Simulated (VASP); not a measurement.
Input of a VASP 6.6.1 run:

INCAR

```
PREC = Accurate ; ENCUT = 520
EDIFF = 1E-7 ; ISMEAR = 0
SIGMA = 0.1 ; LREAL = F
LASPH = T ; NELM = 80
ALGO = Normal ; ISIF = 2
LWAVE = F ; LCHARG = T
GGA = PS ; LELF = T
LVHAR = T ; NBANDS = 14
```

The input KPOINTS:

```
Automatic mesh
0
Gamma
  16 16 16
```

The input POSCAR:

```
HfN
1.0
    0.0000000000      2.2508709312      2.2508709312
    2.2508709312      0.0000000000      2.2508709312
    2.2508709312      2.2508709312      0.0000000000
Hf N
1 1
Direct
    0.0000000000      0.0000000000      0.0000000000
    0.5000000000      0.5000000000      0.5000000000
```

Potentials or basis: VASP PAW PBE potentials, release 64 (Hf_pv, N).

Command:

```console
$ cat potpaw_PBE.64/Hf_pv/POTCAR potpaw_PBE.64/N/POTCAR > POTCAR
$ mpirun -np 1 vasp_std > vasp.out
```

Task: Estimate the pressure.

Result: -2.2 GPa.

Caveat: the PAW data sets were made with another functional, which shifts forces and pressure a little.
